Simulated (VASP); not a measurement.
# PbS (Pm-3m) in VASP: notebook, part 2 of 3

VASP 6.6.1. The steps go on from the part before.

### 3 Vibrations by perturbation theory, LDA

Input file INCAR:

```
ALGO     = Normal         # electronic algorithm
EDIFF    = 1E-8           # SCF threshold, eV
ENCUT    = 520            # plane-wave cutoff, eV
IBRION   = 8              # ionic algorithm
ISIF     = 2              # what is computed and relaxed
ISMEAR   = -1             # smearing method
LASPH    = T              # aspherical terms in the spheres
LCHARG   = F              # write CHGCAR
LREAL    = F              # projectors in reciprocal space
LWAVE    = F              # write WAVECAR
NBANDS   = 17             # bands
NELM     = 100            # most SCF steps
NSW      = 1              # ionic steps
PREC     = Accurate       # precision mode
SIGMA    = 0.05           # smearing width, eV
```

Input file KPOINTS:

```
k-points
0
Gamma
  5 5 5
```

Input file POSCAR:

```
PbS
1.0
    3.6536590000      0.0000000000      0.0000000000
    0.0000000000      3.6536590000      0.0000000000
    0.0000000000      0.0000000000      3.6536590000
Pb S
1 1
Direct
    0.0000000000      0.0000000000      0.0000000000
    0.5000000000      0.5000000000      0.5000000000
```

Potentials or basis: VASP PAW LDA potentials, release 64 (Pb_d, S).

The run is started by

```bash
$ cat potpaw_LDA.64/Pb_d/POTCAR potpaw_LDA.64/S/POTCAR > POTCAR
$ mpirun -np 1 vasp_std > vasp.out
```

OUTCAR:

```text
EDIFF = 1E-8
   ENCUT = 520
   IBRION = 8
   ISIF = 2
   ISMEAR = -1
   LASPH = T
   LREAL = F
   NELM = 100
   NSW = 1
   PREC = Accurate

 ion  position               nearest neighbor table
   1  0.000  0.000  0.000-   2 3.16   2 3.16   2 3.16   2 3.16   2 3.16   2 3.16   2 3.16   2 3.16

   2  0.500  0.500  0.500-   1 3.16   1 3.16   1 3.16   1 3.16   1 3.16   1 3.16   1 3.16   1 3.16

  LATTYP: Found a simple cubic cell.
 ALAT       =     3.6536590000

  Lattice vectors:

 A1 = (   3.6536590000,   0.0000000000,   0.0000000000)
 A2 = (   0.0000000000,   3.6536590000,   0.0000000000)
 A3 = (   0.0000000000,   0.0000000000,   3.6536590000)

Analysis of symmetry for initial positions (statically):
=====================================================================
 Subroutine PRICEL returns:
 Original cell was already a primitive cell.

 Routine SETGRP: Setting up the symmetry group for a
 simple cubic supercell.

 Subroutine GETGRP returns: Found 48 space group operations
 (whereof 48 operations were pure point group operations)
 out of a pool of 48 trial point group operations.

The static configuration has the point symmetry O_h .

Analysis of symmetry for dynamics (positions and initial velocities):
=====================================================================
 Subroutine PRICEL returns:
 Original cell was already a primitive cell.

 Routine SETGRP: Setting up the symmetry group for a
 simple cubic supercell.

 Subroutine GETGRP returns: Found 48 space group operations
 (whereof 48 operations were pure point group operations)
 out of a pool of 48 trial point group operations.

The dynamic configuration has the point symmetry O_h .

 Subroutine INISYM returns: Found 48 space group operations
 (whereof 48 operations are pure point group operations),
 and found     1 'primitive' translations

----------------------------------------------------------------------------------------

                                     Primitive cell

  volume of cell :      48.7735

  direct lattice vectors                    reciprocal lattice vectors
     3.653659000  0.000000000  0.000000000     0.273698230  0.000000000  0.000000000
     0.000000000  3.653659000  0.000000000     0.000000000  0.273698230  0.000000000
     0.000000000  0.000000000  3.653659000     0.000000000  0.000000000  0.273698230

  length of vectors
     3.653659000  3.653659000  3.653659000     0.273698230  0.273698230  0.273698230

  position of ions in fractional coordinates (direct lattice)
     0.000000000  0.000000000  0.000000000
     0.500000000  0.500000000  0.500000000

  ion indices of the primitive-cell ions
   primitive index   ion index
                 1           1
                 2           2

----------------------------------------------------------------------------------------
[... 109 lines left out ...]
 fundamental gap:      0.3408628508
 Fermi energy:         5.9470043334

 k-point     1 :       0.0000    0.0000    0.0000
  band No.  band energies     occupation
      1     -10.9635      2.00000
      2     -10.9635      2.00000
      3     -10.7514      2.00000
      4     -10.7514      2.00000
      5     -10.7514      2.00000
      6      -7.2011      2.00000
[... 179 lines left out ...]
      6      -4.9339      2.00000
[... 9 lines left out ...]
     16      18.1669      0.00000
     17      22.1997      0.00000

------------------------ aborting loop because EDIFF is reached ----------------------------------------

  FORCE on cell =-STRESS in cart. coord.  units (eV):
  Direction    XX          YY          ZZ          XY          YZ          ZX
  --------------------------------------------------------------------------------------
  -------------------------------------------------------------------------------------
  Total       -1.4880260     -1.4880260     -1.4880260     -0.0000000      0.0000000     -0.0000000
  in kB      -48.8806621    -48.8806621    -48.8806621     -0.0000000      0.0000000     -0.0000000
  external PRESSURE =     -48.8806621 kB  Pullay stress =       0.0000000 kB

 VOLUME and BASIS-vectors are now :
 -----------------------------------------------------------------------------
  energy-cutoff  :      520.00
  volume of cell :       48.77
      direct lattice vectors                 reciprocal lattice vectors
     3.653659000  0.000000000  0.000000000     0.273698230  0.000000000  0.000000000
     0.000000000  3.653659000  0.000000000     0.000000000  0.273698230  0.000000000
     0.000000000  0.000000000  3.653659000     0.000000000  0.000000000  0.273698230

 POSITION                                       TOTAL-FORCE (eV/Angst)
 -----------------------------------------------------------------------------------
      0.00000      0.00000      0.00000         0.000000      0.000000      0.000000
      1.82683      1.82683      1.82683         0.000000      0.000000      0.000000
 -----------------------------------------------------------------------------------
    total drift:                               -0.000000      0.000000      0.000000

  FREE ENERGIE OF THE ION-ELECTRON SYSTEM (eV)
  ---------------------------------------------------
  free  energy   TOTEN  =        -9.4929650915 eV

  energy  without entropy=       -9.4902022912  energy(sigma->0) =       -9.49158369

[... ionic steps 2 to 3 ...]

--------------------------------------- Ionic step        4  -------------------------------------------

------------------------ aborting loop because EDIFF is reached ----------------------------------------

[... ionic steps 5 to 6 ...]

--------------------------------------- Ionic step        7  -------------------------------------------

 Free energy of the ion-electron system (eV)
  ---------------------------------------------------
  ---------------------------------------------------
  free energy    TOTEN  =        -0.10544563 eV

  energy without entropy =       -0.10544563

------------------------ aborting loop because EDIFF is reached ----------------------------------------

 INTERNAL STRAIN TENSOR  FOR ION    2  DIRECTION 1   (eV/Angst):
 -----------------------------------------------------------------------------
    -0.02942  0.00000 -0.00000
     0.00000  0.01891  0.00000
    -0.00000  0.00000  0.01891

 INTERNAL STRAIN TENSOR FOR ION    2 for displacements in x,y,z  (eV/Angst):
          X           Y           Z          XY          YZ          ZX
  --------------------------------------------------------------------------------
  x     0.00000     0.00000     0.00000     0.00000     0.00000     0.00000
  y     0.00000     0.00000     0.00000     0.00000     0.00000     0.00000
  z     0.00000     0.00000     0.00000     0.00000     0.00000     0.00000

 SECOND DERIVATIVES (NOT SYMMETRIZED)
 ------------------------------------
               1X          1Y          1Z          2X          2Y          2Z
  1X     1.564321    0.000000   -0.000000   -1.564321   -0.000000    0.000000
  1Y     0.000000    1.564321   -0.000000   -0.000000   -1.564321    0.000000
  1Z    -0.000000   -0.000000    1.564321    0.000000    0.000000   -1.564321
  2X    -1.558403   -0.000000   -0.000000    1.558403    0.000000    0.000000
  2Y    -0.000000   -1.558403   -0.000000    0.000000    1.558403    0.000000
  2Z    -0.000000   -0.000000   -1.558403    0.000000    0.000000    1.558403

 Eigenvectors and eigenvalues of the dynamical matrix
 ----------------------------------------------------

   1 f  =    0.002395 THz     0.015048 2PiTHz    0.079885 cm-1     0.009904 meV
             X         Y         Z           dx          dy          dz
      0.000000  0.000000  0.000000    -0.903829    0.220532   -0.000000
      1.826830  1.826830  1.826830    -0.356236    0.086921    0.000000
[... 21 lines left out ...]
   6 f/i=    3.704456 THz    23.275782 2PiTHz  123.567346 cm-1    15.320391 meV
             X         Y         Z           dx          dy          dz
      0.000000  0.000000  0.000000    -0.000000    0.366687   -0.000000
      1.826830  1.826830  1.826830     0.000000   -0.930345    0.000000

--------------------------------------------------------------------------------------------------------

 ELASTIC MODULI CONTR FROM IONIC RELAXATION (kBar)
 Direction    XX          YY          ZZ          XY          YZ          ZX
 --------------------------------------------------------------------------------
 XX           0.0000      0.0000      0.0000      0.0000      0.0000      0.0000
 YY           0.0000      0.0000      0.0000      0.0000      0.0000      0.0000
 ZZ           0.0000      0.0000      0.0000      0.0000      0.0000      0.0000
 XY           0.0000      0.0000      0.0000      0.0000      0.0000      0.0000
 YZ           0.0000      0.0000      0.0000      0.0000      0.0000      0.0000
 ZX           0.0000      0.0000      0.0000      0.0000      0.0000      0.0000
 --------------------------------------------------------------------------------
```

Run time: 46 s. Hardware: 1 thread of Intel Xeon Platinum 8488C (Sapphire Rapids), shared host; peak memory 0.18 GiB.

Results:

```yaml
Highest_phonon_frequency_at_Γ_LO-TO_splitting_left_out: 0 cm⁻¹
Most_unstable_mode: 124i cm⁻¹
```

Phonon frequencies in cm⁻¹ (negative: imaginary):
| q point | frequencies |
| --- | --- |
| (0.000, 0.000, 0.000) | -124 -124 -124 0 0 0 |

Caveat: the cell wasn't relaxed at this level first, which shifts response properties; some modes are imaginary; spin-orbit coupling is left out, which moves the levels of the heavy elements.

### 4 Vibrations by perturbation theory, PBE

Input file INCAR:

```
SYSTEM = PbS
ALGO = Normal
EDIFF = 1E-8
ENCUT = 520
GGA = PE
IBRION = 8
ISIF = 2
ISMEAR = -1
LASPH = .TRUE.
LCHARG = .FALSE.
LREAL = .FALSE.
LWAVE = .FALSE.
NBANDS = 17
NELM = 60
NSW = 1
PREC = Accurate
SIGMA = 0.05
```

Input file KPOINTS:

```
k-points
0
G
  5 5 5
  0 0 0
```

POSCAR is that of step 3.

Potentials or basis: VASP PAW PBE potentials, release 64 (Pb_d, S).

The run is started by

```bash
$ cat potpaw_PBE.64/Pb_d/POTCAR potpaw_PBE.64/S/POTCAR > POTCAR
$ mpirun -np 1 vasp_std > vasp.out
```

OUTCAR:

```text
SYSTEM = PbS
   EDIFF = 1E-8
   ENCUT = 520
   GGA = PE
   IBRION = 8
   ISIF = 2
   ISMEAR = -1
   LASPH = .TRUE.
   LREAL = .FALSE.
   NELM = 60
   NSW = 1
   PREC = Accurate

 ion  position               nearest neighbor table
   1  0.000  0.000  0.000-   2 3.16   2 3.16   2 3.16   2 3.16   2 3.16   2 3.16   2 3.16   2 3.16

   2  0.500  0.500  0.500-   1 3.16   1 3.16   1 3.16   1 3.16   1 3.16   1 3.16   1 3.16   1 3.16

  LATTYP: Found a simple cubic cell.
 ALAT       =     3.6536590000

  Lattice vectors:

 A1 = (   3.6536590000,   0.0000000000,   0.0000000000)
 A2 = (   0.0000000000,   3.6536590000,   0.0000000000)
 A3 = (   0.0000000000,   0.0000000000,   3.6536590000)

Analysis of symmetry for initial positions (statically):
=====================================================================
 Subroutine PRICEL returns:
[... 415 lines left out ...]

 INTERNAL STRAIN TENSOR  FOR ION    2  DIRECTION 1   (eV/Angst):
 -----------------------------------------------------------------------------
    -0.02857  0.00000  0.00000
     0.00000  0.01873  0.00000
     0.00000  0.00000  0.01873

 INTERNAL STRAIN TENSOR FOR ION    2 for displacements in x,y,z  (eV/Angst):
          X           Y           Z          XY          YZ          ZX
  --------------------------------------------------------------------------------
  x     0.00000     0.00000     0.00000     0.00000     0.00000     0.00000
  y     0.00000     0.00000     0.00000     0.00000     0.00000     0.00000
  z     0.00000     0.00000     0.00000     0.00000     0.00000     0.00000

 SECOND DERIVATIVES (NOT SYMMETRIZED)
 ------------------------------------
               1X          1Y          1Z          2X          2Y          2Z
  1X     1.249315   -0.000000    0.000000   -1.249315    0.000000   -0.000000
  1Y    -0.000000    1.249315    0.000000    0.000000   -1.249315    0.000000
  1Z     0.000000    0.000000    1.249315    0.000000   -0.000000   -1.249315
  2X    -1.242181   -0.000000    0.000000    1.242181    0.000000   -0.000000
  2Y    -0.000000   -1.242181    0.000000    0.000000    1.242181   -0.000000
  2Z     0.000000    0.000000   -1.242181   -0.000000   -0.000000    1.242181

 Eigenvectors and eigenvalues of the dynamical matrix
 ----------------------------------------------------

   1 f  =    0.003234 THz     0.020317 2PiTHz    0.107861 cm-1     0.013373 meV
             X         Y         Z           dx          dy          dz
      0.000000  0.000000  0.000000     0.002485   -0.124166   -0.921896
      1.826830  1.826830  1.826830     0.000980   -0.048986   -0.363709
[... 21 lines left out ...]
   6 f/i=    3.307758 THz    20.783254 2PiTHz  110.334916 cm-1    13.679780 meV
             X         Y         Z           dx          dy          dz
      0.000000  0.000000  0.000000     0.327868    0.164886   -0.000000
      1.826830  1.826830  1.826830    -0.831050   -0.417937   -0.000000

--------------------------------------------------------------------------------------------------------

 ELASTIC MODULI CONTR FROM IONIC RELAXATION (kBar)
 Direction    XX          YY          ZZ          XY          YZ          ZX
 --------------------------------------------------------------------------------
 XX           0.0000      0.0000      0.0000      0.0000      0.0000      0.0000
 YY           0.0000      0.0000      0.0000      0.0000      0.0000      0.0000
 ZZ           0.0000      0.0000      0.0000      0.0000      0.0000      0.0000
 XY           0.0000      0.0000      0.0000      0.0000      0.0000      0.0000
 YZ           0.0000      0.0000      0.0000      0.0000      0.0000      0.0000
 ZX           0.0000      0.0000      0.0000      0.0000      0.0000      0.0000
 --------------------------------------------------------------------------------
```

OSZICAR:

```text
N       E                     dE             d eps       ncg     rms          rms(c)
DAV:   1     0.154662650445E+03    0.15466E+03   -0.97464E+03   340   0.125E+03
DAV:   2     0.220204176256E+01   -0.15246E+03   -0.14577E+03   365   0.309E+02
DAV:   3    -0.867631987959E+01   -0.10878E+02   -0.10646E+02   450   0.880E+01
DAV:   4    -0.892384284039E+01   -0.24752E+00   -0.24735E+00   415   0.141E+01
[... 58 lines left out ...]
RMM:  25    -0.107249450062E+00    0.10964E-09   -0.11969E-06  1098   0.184E-04    0.556E-07
RMM:  26    -0.107249449990E+00    0.71688E-10   -0.13369E-06  1110   0.184E-04    0.725E-07
RMM:  27    -0.107249450174E+00   -0.18327E-09   -0.13426E-06  1111   0.184E-04    0.664E-07
RMM:  28    -0.107249450108E+00    0.65841E-10   -0.13297E-06  1115   0.184E-04    0.698E-07
RMM:  29    -0.107249450153E+00   -0.45473E-10   -0.13312E-06  1111   0.184E-04    0.672E-07
 Linear response finished
```

Wall time 77 s (1 thread of Intel Xeon Platinum 8488C (Sapphire Rapids), shared host); peak memory 0.19 GiB.

Results:

```
Highest phonon frequency at Γ, LO-TO splitting left out : 0 cm⁻¹
Most unstable mode                                      : 110i cm⁻¹
```

Phonon frequencies in cm⁻¹ (negative: imaginary):
| q point | frequencies |
| --- | --- |
| (0.000, 0.000, 0.000) | -110 -110 -110 0 0 0 |

Caveat: some modes are imaginary; spin-orbit coupling is left out, which moves the levels of the heavy elements.

(Continued in part 3 of 3.)
